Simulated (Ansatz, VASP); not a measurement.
**One calculation of Ge, two programs**

```
Ge
1.0
    -0.02697    2.83927    2.83927
     2.83927   -0.02697    2.83927
     2.83927    2.83927   -0.02697
Ge
2
Cartesian
  -0.0039 -0.0039 -0.0039
  1.4168 1.4168 1.4168
```

Change from the starting cell: strained cell.

Alike in both runs: functional PBEsol; k mesh 12 × 12 × 12; occupations gaussian, width 0.1 eV; no spin polarisation.

Ansatz relaxed the structure, and its values are those at the end. VASP's run is a single point on that final structure, the one shown.

|  | VASP | Ansatz |
| --- | --- | --- |
| version | VASP 6.6.1 | Ansatz 0.2.0 |
| potentials or method | VASP PAW PBE potentials, release 64 (Ge_d), cutoff 520 eV | scalar-relativistic, plane waves, PAW |
| valence electrons in the cell | 28 | 28 |

```csv
,VASP,Ansatz,Ansatz less VASP
gap on the k mesh at the Fermi level (eV),none,none,-
pressure (GPa),-1.4,-1.0,+0.39
```

VASP's potentials were made for PBE, not for PBEsol. A gap of «none» marks a metal or a gap that the smearing closes. The functional is the same, so the differences come from potentials, cutoffs and numerics. Ansatz's warnings: stress scf threshold loose.
